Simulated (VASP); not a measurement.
A run of VASP 6.6.1 is set up as follows.

File INCAR:

```
SYSTEM = BeCd3Te4
ALGO = Normal ; EDIFF = 1E-7
EDIFFG = -0.08 ; ENCUT = 600
GGA = PE ; IBRION = 2
ISIF = 3 ; ISMEAR = 0
LASPH = .True. ; LCHARG = .False.
LREAL = .False. ; LWAVE = .False.
NELM = 80 ; NSW = 36
PREC = Accurate ; SIGMA = 0.2
```

KPOINTS

```
k-points
0
Gamma
  4 4 4
  0 0 0
```

POSCAR

```
BeCd3Te4
1.0
   -3.3670524700      3.3670524700      5.0123105100
    3.3670524700     -3.3670524700      5.0123105100
    3.3670524700      3.3670524700     -5.0123105100
Be Cd Te
1 3 4
Direct
    0.5000000000      0.5000000000      0.0000000000
    0.6712720900      0.6712720900      0.0000000000
    0.3287279100      0.3287279100      0.0000000000
    0.0000000000      0.0000000000      0.0000000000
    0.0000000000      0.3386945200      0.3386945200
    0.0000000000      0.6613054800      0.6613054800
    0.3386945200      0.0000000000      0.3386945200
    0.6613054800      0.0000000000      0.6613054800
```

Potentials or basis: VASP PAW PBE potentials, release 64 (Be, Cd, Te).

Launch:

```bash
$ cat potpaw_PBE.64/Be/POTCAR potpaw_PBE.64/Cd/POTCAR potpaw_PBE.64/Te/POTCAR > POTCAR
$ mpirun -np 1 vasp_std > vasp.out
```

Problem. What does it give for the relaxed cell?

Solution. a = 7.924 Å, b = 7.924 Å, c = 7.924 Å, α = 115.46°, β = 115.46°, γ = 98.06°.

Problem. Predict the space group after relaxing (to 0.1 Å).

Solution. I4/mmm (No. 139).

Problem. Estimate the relaxed volume.

Solution. 46.49 Å³/atom.

Final structure:
```
Be Cd Te
1.0
    -4.23028    4.23028    5.19532
     4.23028   -4.23028    5.19532
     4.23028    4.23028   -5.19532
Be Cd Te
1 3 4
Cartesian
  0.0000 0.0000 5.1953
  0.0000 0.0000 7.5629
  0.0000 0.0000 2.8278
  0.0000 0.0000 0.0000
  2.8610 0.0000 0.0000
  5.5996 0.0000 0.0000
  0.0000 2.8610 0.0000
  0.0000 5.5996 0.0000
```

Caveat: the volume moved by over 15 % at a fixed basis, so the end points are rough.
